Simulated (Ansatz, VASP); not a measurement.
Al5GaP6 in VASP and in Ansatz

The input INCAR:

```
  PREC = Accurate
  ENCUT = 520
  EDIFF = 1E-6
  ISMEAR = 0
  SIGMA = 0.02
  LREAL = False
  LASPH = True
  NELM = 60
  ALGO = Normal
  ISIF = 2
  LWAVE = False
  LCHARG = False
  GGA = CA
  NBANDS = 41
```

The input KPOINTS:

```
Automatic mesh
0
Gamma
  6 6 4
```

POSCAR

```
Al5GaP6
1.0
    6.7321684249      0.0000000000      0.0000000000
   -3.3660842124      5.8302288785      0.0000000000
    0.0000000000      0.0000000000      6.3858832000
Al Ga P
5 1 6
Direct
    0.3335270000      0.3335270000      0.9998750000
    0.0000000000      0.6664730000      0.9998750000
    0.6664730000      0.0000000000      0.9998750000
    0.6666666667      0.3333333333      0.5000690000
    0.3333333333      0.6666666667      0.5000690000
    0.0000000000      0.0000000000      0.5012490000
    0.3336980000      0.3336980000      0.3745030000
    0.0000000000      0.6663020000      0.3745030000
    0.6663020000      0.0000000000      0.3745030000
    0.6666666667      0.3333333333      0.8745560000
    0.3333333333      0.6666666667      0.8745560000
    0.0000000000      0.0000000000      0.8763640000
```

Input for Ansatz:

```yaml
crystal:
  lattice:
    - [6.7321684249, 0.0, 0.0]
    - [-3.3660842124, 5.8302288785, 0.0]
    - [0.0, 0.0, 6.3858832]
  atoms:
    - { symbol: Al, position: [0.333527, 0.333527, 0.999875] }
    - { symbol: Al, position: [0.0, 0.666473, 0.999875] }
    - { symbol: Al, position: [0.666473, 0.0, 0.999875] }
    - { symbol: Al, position: [0.6666666667, 0.3333333333, 0.500069] }
    - { symbol: Al, position: [0.3333333333, 0.6666666667, 0.500069] }
    - { symbol: Ga, position: [0.0, 0.0, 0.501249] }
    - { symbol: P, position: [0.333698, 0.333698, 0.374503] }
    - { symbol: P, position: [0.0, 0.666302, 0.374503] }
    - { symbol: P, position: [0.666302, 0.0, 0.374503] }
    - { symbol: P, position: [0.6666666667, 0.3333333333, 0.874556] }
    - { symbol: P, position: [0.3333333333, 0.6666666667, 0.874556] }
    - { symbol: P, position: [0.0, 0.0, 0.876364] }
basis:
  ecutwfc: 420
kpoints:
  mp_grid: { grid: [6, 6, 4] }
  band_path:
    path:
      - [[0.0, 0.0, 0.0], [0.5, 0.0, 0.0], [0.33333333, 0.33333333, 0.0], [0.0, 0.0, 0.0], [0.0, 0.0, 0.5], [0.5, 0.0, 0.5], [0.33333333, 0.33333333, 0.5], [0.0, 0.0, 0.5]]
      - [[0.5, 0.0, 0.5], [0.5, 0.0, 0.0]]
      - [[0.33333333, 0.33333333, 0.5], [0.33333333, 0.33333333, 0.0], [0.33333333, 0.33333333, -0.5]]
    npoints: 10
hamiltonian:
  xc: lda
scf:
  occupations: { method: gaussian, width: 0.02 }
  n_extra_bands: 30
output:
  forces: true
  stress: true
  eigenvalues: true
  populations: true
  dos: { projected: true, de: 0.02, nscf_kmesh: { grid: [9, 9, 6] } }
  bader: false
  write_density: true
  write_potential: true
  elf: true
  volumetric_format: npy
```

Alike in both runs: task single point; functional LDA; k mesh 6 × 6 × 4; occupations gaussian, width 0.02 eV; no spin polarisation.

```csv
,VASP,Ansatz
version,VASP 6.6.1,Ansatz 0.2.0
potentials or method,"VASP PAW LDA potentials, release 64 (Al, Ga_d, P), cutoff 520 eV","scalar-relativistic, plane waves, PAW"
valence electrons in the cell,58,58
```

|  | VASP | Ansatz | Ansatz less VASP |
| --- | --- | --- | --- |
| gap on the k mesh at the Fermi level (eV) | 1.58 | 1.58 | -0.003 |
| least direct gap on the mesh (eV) | 1.97 | 1.96 | -0.007 |
| pressure (GPa) | -3.6 | -3.6 | -0.05 |
| rms of the force components (eV/Å) | 0.036 | 0.037 | +0.0010 |

LDA's correlation is that of Perdew and Zunger in VASP and of Perdew and Wang (1992) in Ansatz. Atom by atom the forces differ by 0.001 eV/Å (rms over components).
